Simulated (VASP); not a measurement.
Input of a VASP 6.6.1 run:

The input INCAR:

```
  PREC = Accurate
  ENCUT = 520
  EDIFF = 1E-7
  ISMEAR = 0
  SIGMA = 0.1
  LREAL = False
  LASPH = True
  NELM = 60
  ALGO = Normal
  ISIF = 2
  LWAVE = False
  LCHARG = True
  GGA = PE
  LELF = True
  LVHAR = True
  NBANDS = 31
```

Contents of KPOINTS:

```
regular mesh
0
Gamma
  4 4 2
```

The input POSCAR:

```
Mg3CdSe4
1.0
    3.9404622000      0.0000000000      0.0000000000
    0.0000000000      3.9404622000      0.0000000000
    0.0000000000      0.0000000000     11.1693267000
Mg Cd Se
3 1 4
Direct
    0.5000000000      0.5000000000      0.2533570000
    0.0000000000      0.0000000000      0.5000000000
    0.5000000000      0.5000000000      0.7466430000
    0.0000000000      0.0000000000      0.0000000000
    0.0000000000      0.0000000000      0.2556680000
    0.5000000000      0.5000000000      0.5000000000
    0.0000000000      0.0000000000      0.7443320000
    0.5000000000      0.5000000000      0.0000000000
```

Potentials or basis: VASP PAW PBE potentials, release 64 (Mg, Cd, Se).

The run is started by

```sh
$ cat potpaw_PBE.64/Mg/POTCAR potpaw_PBE.64/Cd/POTCAR potpaw_PBE.64/Se/POTCAR > POTCAR
$ mpirun -np 1 vasp_std > vasp.out
```

(1) Estimate the band gap on the k mesh.

(2) What does it give for the pressure?

Results:

(1) 0.35 eV, indirect (least direct gap 0.95 eV).

(2) 0.2 GPa.
